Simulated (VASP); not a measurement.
# LiF (rock salt type) in VASP: further runs, part 2 of 2

VASP 6.6.1.

## Step 3: Single point, r2SCAN

POSCAR reads:

```
LiF
1.0
    0.0000000000      2.0350000000      2.0350000000
    2.0350000000      0.0000000000      2.0350000000
    2.0350000000      2.0350000000      0.0000000000
Li F
1 1
Direct
    0.0000000000      0.0000000000      0.0000000000
    0.5000000000      0.5000000000      0.5000000000
```

INCAR.step1 reads:

```
SYSTEM = LiF
PREC = Accurate
ENCUT = 520
ISMEAR = -1
SIGMA = 0.02
LREAL = .False.
LASPH = .True.
NELM = 100
NBANDS = 12
GGA = PE
ALGO = Normal
EDIFF = 1E-4
LWAVE = .True.
LCHARG = .False.
```

INCAR.step2 reads:

```
SYSTEM = LiF
PREC = Accurate
ENCUT = 520
EDIFF = 1E-6
ISMEAR = -1
SIGMA = 0.02
LREAL = .False.
LASPH = .True.
NELM = 100
ALGO = Normal
ISIF = 2
LWAVE = .False.
LCHARG = .False.
METAGGA = R2SCAN
LMIXTAU = .True.
NBANDS = 12
ISTART = 1
```

KPOINTS reads:

```
Automatic mesh
0
Gamma
  6 6 6
  0 0 0
```

Potentials or basis: VASP PAW PBE potentials, release 64 (Li_sv, F).

The run is started by

```console
> cat potpaw_PBE.64/Li_sv/POTCAR potpaw_PBE.64/F/POTCAR > POTCAR
> cp INCAR.step1 INCAR
> mpirun -np 1 vasp_std > vasp.out
> cp INCAR.step2 INCAR
> mpirun -np 1 vasp_std > vasp.out
```

OUTCAR:

```text
SYSTEM = LiF
   PREC = Accurate
   ENCUT = 520
   EDIFF = 1E-6
   ISMEAR = -1
   LREAL = .False.
   LASPH = .True.
   NELM = 100
   ISIF = 2
   METAGGA = R2SCAN
   ISTART = 1

 ion  position               nearest neighbor table
   1  0.000  0.000  0.000-   2 2.04   2 2.04   2 2.04   2 2.04   2 2.04   2 2.04
   2  0.500  0.500  0.500-   1 2.04   1 2.04   1 2.04   1 2.04   1 2.04   1 2.04

  LATTYP: Found a face centered cubic cell.
 ALAT       =     4.0700000000

  Lattice vectors:

 A1 = (   0.0000000000,   2.0350000000,   2.0350000000)
 A2 = (   2.0350000000,   0.0000000000,   2.0350000000)
 A3 = (   2.0350000000,   2.0350000000,   0.0000000000)

Analysis of symmetry for initial positions (statically):
=====================================================================
 Subroutine PRICEL returns:
 Original cell was already a primitive cell.

 Routine SETGRP: Setting up the symmetry group for a
 face centered cubic supercell.

 Subroutine GETGRP returns: Found 48 space group operations
[... 165 lines left out ...]
      1     -43.9532      2.00000
      2     -22.8366      2.00000
      3      -1.8225      2.00000
      4      -1.8225      2.00000
      5      -1.8225      2.00000
      6       8.1425      0.00000
      7      23.3440      0.00000
      8      23.3440      0.00000
      9      23.3441      0.00000
     10      23.8005      0.00000
     11      23.8005      0.00000
     12      23.8022      0.00000
[... 211 lines left out ...]
 k-point    16 :      -0.3333    0.5000    0.1667
  band No.  band energies     occupation
      1     -43.8902      2.00000
      2     -22.2252      2.00000
      3      -4.2623      2.00000
      4      -3.3132      2.00000
      5      -2.6371      2.00000
      6      13.9886      0.00000
      7      14.5211      0.00000
      8      16.7782      0.00000
      9      18.9819      0.00000
     10      23.3047      0.00000
     11      30.9722      0.00000
     12      32.9548      0.00000

------------------------ aborting loop because EDIFF is reached ----------------------------------------

  FORCE on cell =-STRESS in cart. coord.  units (eV):
  Direction    XX          YY          ZZ          XY          YZ          ZX
  --------------------------------------------------------------------------------------
  -------------------------------------------------------------------------------------
  Total       -0.5155568     -0.5155568     -0.5155568      0.0000000     -0.0000000      0.0000000
  in kB      -49.0076501    -49.0076501    -49.0076501      0.0000000     -0.0000000      0.0000000
  external PRESSURE =     -49.0076501 kB  Pullay stress =       0.0000000 kB

 VOLUME and BASIS-vectors are now :
 -----------------------------------------------------------------------------
  energy-cutoff  :      520.00
  volume of cell :       16.85
      direct lattice vectors                 reciprocal lattice vectors
     0.000000000  2.035000000  2.035000000    -0.245700246  0.245700246  0.245700246
     2.035000000  0.000000000  2.035000000     0.245700246 -0.245700246  0.245700246
     2.035000000  2.035000000  0.000000000     0.245700246  0.245700246 -0.245700246

 POSITION                                       TOTAL-FORCE (eV/Angst)
 -----------------------------------------------------------------------------------
      0.00000      0.00000      0.00000        -0.000000     -0.000000     -0.000000
      2.03500      2.03500      2.03500         0.000000      0.000000      0.000000
 -----------------------------------------------------------------------------------
    total drift:                               -0.000000     -0.000000      0.000000

  FREE ENERGIE OF THE ION-ELECTRON SYSTEM (eV)
  ---------------------------------------------------
  free  energy   TOTEN  =       -11.8881612133 eV

  energy  without entropy=      -11.8881612133  energy(sigma->0) =      -11.88816121
```

OSZICAR.step1:

```text
N       E                     dE             d eps       ncg     rms          rms(c)
DAV:   1     0.347146382020E+02    0.34715E+02   -0.53029E+03   392   0.839E+02
DAV:   2    -0.901279057709E+01   -0.43727E+02   -0.42760E+02   472   0.197E+02
DAV:   3    -0.101454037416E+02   -0.11326E+01   -0.11310E+01   536   0.277E+01
DAV:   4    -0.101527909597E+02   -0.73872E-02   -0.73870E-02   436   0.250E+00
DAV:   5    -0.101528530084E+02   -0.62049E-04   -0.62048E-04   496   0.180E-01    0.455E+00
DAV:   6    -0.962950918678E+01    0.52334E+00   -0.25541E+00   420   0.982E+00    0.141E+00
DAV:   7    -0.963381181648E+01   -0.43026E-02   -0.17752E-02   516   0.116E+00    0.866E-01
DAV:   8    -0.964078512412E+01   -0.69733E-02   -0.15691E-02   476   0.129E+00    0.112E-01
DAV:   9    -0.964081107309E+01   -0.25949E-04   -0.86692E-04   436   0.263E-01
   1 F= -.96408111E+01 E0= -.96408111E+01  d E =-.444814E-15
```

Wall time 18 s (1 thread of Intel Xeon Platinum 8259CL at 2.50GHz (Skylake/Cascade Lake), shared host); peak memory 0.13 GiB.

What came out:

```yaml
Free_energy: -11.8882 eV
Band_gap_on_the_k_mesh: 9.96 eV, direct
```

Caveat: the k points lie up to 0.45 Å⁻¹ apart; the cutoff is under 1.25 times the usual one of these potentials, so pressure, stress and relaxed cells hold a basis-set (Pulay) error; the PAW data sets were made with another functional, which shifts forces and pressure a little. r2SCAN opens gaps a little over a GGA but as a rule still falls short of measured ones.

## Step 4: Single point, PBE

INCAR reads:

```
SYSTEM = LiF
PREC     = Accurate       ! precision mode
ENCUT    = 520            ! plane-wave cutoff, eV
EDIFF    = 1E-6           ! SCF threshold, eV
ISMEAR   = -1             ! smearing method
SIGMA    = 0.1            ! smearing width, eV
LREAL    = .False.        ! projectors in reciprocal space
LASPH    = .True.         ! aspherical terms in the spheres
NELM     = 60             ! most SCF steps
ALGO     = Normal         ! electronic algorithm
ISIF     = 2              ! what is computed and relaxed
LWAVE    = .False.        ! write WAVECAR
LCHARG   = .False.        ! write CHGCAR
GGA      = PE             ! functional
NBANDS   = 12             ! bands
```

KPOINTS reads:

```
Automatic mesh
0
Gamma
  8 8 8
  0 0 0
```

POSCAR: that of step 3 with these lines changed.

```diff
@@ -8,3 +8,3 @@
 Direct
-    0.0000000000      0.0000000000      0.0000000000
+   -0.0049140049      0.0049140049      0.0049140049
     0.5000000000      0.5000000000      0.5000000000
```

The run is started by

```console
> cat potpaw_PBE.64/Li_sv/POTCAR potpaw_PBE.64/F/POTCAR > POTCAR
> mpirun -np 1 vasp_std > vasp.out
```

Run time: 17 s. Hardware: 1 thread of Intel Xeon Platinum 8259CL at 2.50GHz (Skylake/Cascade Lake), shared host; peak memory 0.14 GiB.

Results (log left out):

| Property | Result |
| --- | --- |
| Free energy | -9.6406 eV |
| Largest force | 0.028 eV/Å |
| Band gap on the k mesh | 8.82 eV, direct |

Forces in eV/Å, atoms in the order of the input:
```
Li  -0.028  0.000  0.000
F    0.028  0.000  0.000
```

Levels at points of the mesh, in eV from the valence-band top:
| k point | band 3 | band 4 | band 5 | band 6 | band 7 | band 8 |
| --- | --- | --- | --- | --- | --- | --- |
| (0.00, 0.00, 0.00) | 0.00 | 0.00 | 0.00 | 8.82 | 23.53 | 23.53 |
| (0.50, 0.00, 0.00) | -2.42 | -0.22 | -0.22 | 10.61 | 16.37 | 18.65 |
| (0.50, 0.50, 0.00) | -2.87 | -0.95 | -0.95 | 14.52 | 16.32 | 17.07 |
| (0.00, 0.50, 0.50) | -2.87 | -0.95 | -0.95 | 14.52 | 16.32 | 17.08 |

Caveat: the cutoff is under 1.25 times the usual one of these potentials, so pressure, stress and relaxed cells hold a basis-set (Pulay) error. A k mesh can miss the band edges.

## Step 5: Single point, HSE06

This run uses another cell than the first one, of 7.75 Å³/atom, 0.920 times its volume.

POSCAR reads:

```
LiF
1.0
    0.0000000000      1.9792182614      1.9792182614
    1.9792182614      0.0000000000      1.9792182614
    1.9792182614      1.9792182614      0.0000000000
Li F
1 1
Direct
    0.0000000000      0.0000000000      0.0000000000
    0.5000000000      0.5000000000      0.5000000000
```

INCAR.step1 reads:

```
SYSTEM = LiF
  PREC = Accurate
  ENCUT = 520
  EDIFF = 1E-5
  ISMEAR = -1
  SIGMA = 0.05
  LREAL = .False.
  LASPH = .True.
  NELM = 60
  ALGO = Normal
  ISIF = 2
  LWAVE = .True.
  LCHARG = .False.
  GGA = PE
  NBANDS = 12
```

INCAR.step2 reads:

```
SYSTEM = LiF
  PREC = Accurate
  ENCUT = 520
  EDIFF = 1E-7
  ISMEAR = -1
  SIGMA = 0.05
  LREAL = .False.
  LASPH = .True.
  NELM = 60
  ALGO = Normal
  ISIF = 2
  LWAVE = .False.
  LCHARG = .False.
  GGA = PE
  LHFCALC = .True.
  HFSCREEN = 0.2079
  PRECFOCK = Normal
  ISTART = 1
  NBANDS = 12
```

KPOINTS reads:

```
regular mesh
0
Gamma
  4 4 4
  0 0 0
```

The run is started by

```console
> cat potpaw_PBE.64/Li_sv/POTCAR potpaw_PBE.64/F/POTCAR > POTCAR
> cp INCAR.step1 INCAR
> mpirun -np 1 vasp_std > vasp.out
> cp INCAR.step2 INCAR
> mpirun -np 1 vasp_std > vasp.out
```

Run time: 50 s. Hardware: 1 thread of Intel Xeon Platinum 8259CL at 2.50GHz (Skylake/Cascade Lake), shared host; peak memory 0.22 GiB.

Results (log left out):

```
Free energy            : -11.3806 eV
Band gap on the k mesh : 11.91 eV, direct
```

Levels at points of the mesh, in eV from the valence-band top:
```
           k point  band 3  band 4  band 5  band 6  band 7  band 8
(0.00, 0.00, 0.00)    0.00    0.00    0.00   11.91   27.33   27.33
(0.50, 0.00, 0.00)   -2.83   -0.27   -0.27   13.41   20.08   21.83
(0.50, 0.50, 0.00)   -3.37   -1.14   -1.14   17.94   19.04   20.67
```

Caveat: the k points lie up to 0.69 Å⁻¹ apart; the cutoff is under 1.25 times the usual one of these potentials, so pressure, stress and relaxed cells hold a basis-set (Pulay) error; the PAW data sets were made with another functional, which shifts forces and pressure a little.

## Step 6: Single point, HSE06

This run uses another cell than the first one, of 8.01 Å³/atom, 0.950 times its volume.

POSCAR reads:

```
LiF
1.0
    0.0000000000      2.0005018100      2.0005018100
    2.0005018100      0.0000000000      2.0005018100
    2.0005018100      2.0005018100      0.0000000000
Li F
1 1
Direct
    0.0000000000      0.0000000000      0.0000000000
    0.5000000000      0.5000000000      0.5000000000
```

INCAR.step1 reads:

```
SYSTEM = LiF
ALGO = Normal
EDIFF = 1E-5
ENCUT = 520
GGA = PE
ISIF = 2
ISMEAR = -1
LASPH = .True.
LREAL = .False.
LWAVE = .True.
NBANDS = 12
NELM = 60
PREC = Accurate
SIGMA = 0.05
```

INCAR.step2 reads:

```
SYSTEM = LiF
ALGO = Normal
EDIFF = 1E-6
ENCUT = 520
GGA = PE
HFSCREEN = 0.2079
ISIF = 2
ISMEAR = -1
ISTART = 1
LASPH = .True.
LCHARG = .True.
LELF = .True.
LHFCALC = .True.
LREAL = .False.
LVHAR = .True.
LWAVE = .False.
NBANDS = 12
NELM = 60
PREC = Accurate
PRECFOCK = Normal
SIGMA = 0.05
```

KPOINTS reads:

```
k-points
0
Gamma
  4 4 4
  0 0 0
```

Potentials or basis: VASP PAW PBE potentials, release 64 (Li_sv, F).

The run is started by

```console
> cat potpaw_PBE.64/Li_sv/POTCAR potpaw_PBE.64/F/POTCAR > POTCAR
> cp INCAR.step1 INCAR
> mpirun -np 1 vasp_std > vasp.out
> cp INCAR.step2 INCAR
> mpirun -np 1 vasp_std > vasp.out
```

Wall time 60 s (1 thread of Intel Xeon Platinum 8259CL at 2.50GHz (Skylake/Cascade Lake), shared host); peak memory 0.23 GiB.

Results (log left out):

| Item | Value |
| --- | --- |
| Free energy | -11.3876 eV |
| Band gap on the k mesh | 11.59 eV, direct |

Levels at points of the mesh, in eV from the valence-band top:
```tsv
k point	band 1	band 2	band 3	band 4	band 5	band 6	band 7	band 8	band 9	band 10
(0.00, 0.00, 0.00)	-42.93	-21.63	0.00	0.00	0.00	11.59	26.88	26.88	26.88	27.04
(0.50, 0.00, 0.00)	-42.86	-21.16	-2.72	-0.25	-0.25	13.22	19.66	21.56	21.56	33.44
(0.50, 0.50, 0.00)	-42.84	-20.87	-3.21	-1.08	-1.08	17.61	18.87	20.25	23.19	23.19
```

Caveat: the k points lie up to 0.68 Å⁻¹ apart; the cutoff is under 1.25 times the usual one of these potentials, so pressure, stress and relaxed cells hold a basis-set (Pulay) error; the PAW data sets were made with another functional, which shifts forces and pressure a little.

## Step 7: The runs side by side

```csv
level,cell,k mesh,smearing,grid for exact exchange (PRECFOCK),screening parameter,gap on the mesh (eV)
r2SCAN,"a = 2.878 Å, angles 60.0°, 2 atoms",6 × 6 × 6,fermi-dirac 0.02 eV,-,-,9.96
PBE,"a = 2.878 Å, angles 60.0°, 2 atoms",8 × 8 × 8,fermi-dirac 0.1 eV,-,-,8.82
HSE06,"a = 2.799 Å, angles 60.0°, 2 atoms",4 × 4 × 4,fermi-dirac 0.05 eV,Normal,0.2079 1/Å,11.91
HSE06,"a = 2.829 Å, angles 60.0°, 2 atoms",4 × 4 × 4,fermi-dirac 0.05 eV,Normal,0.2079 1/Å,11.59
```

Some of these runs hold the atoms at other places in the same cell, which the table doesn't show; runs alike in all that it shows share one row.

Alike in all rows: task single point; potentials or basis VASP PAW PBE potentials, release 64 (Li_sv, F); no spin polarisation; cutoff (eV) 520.

Caveats: some runs use coarse meshes; the cutoff is under 1.25 times the usual one of these potentials, so pressure, stress and relaxed cells hold a basis-set (Pulay) error; the PAW data sets were made with another functional, which shifts forces and pressure a little (some runs).

Absolute energies hang on the potentials; compare differences alone.
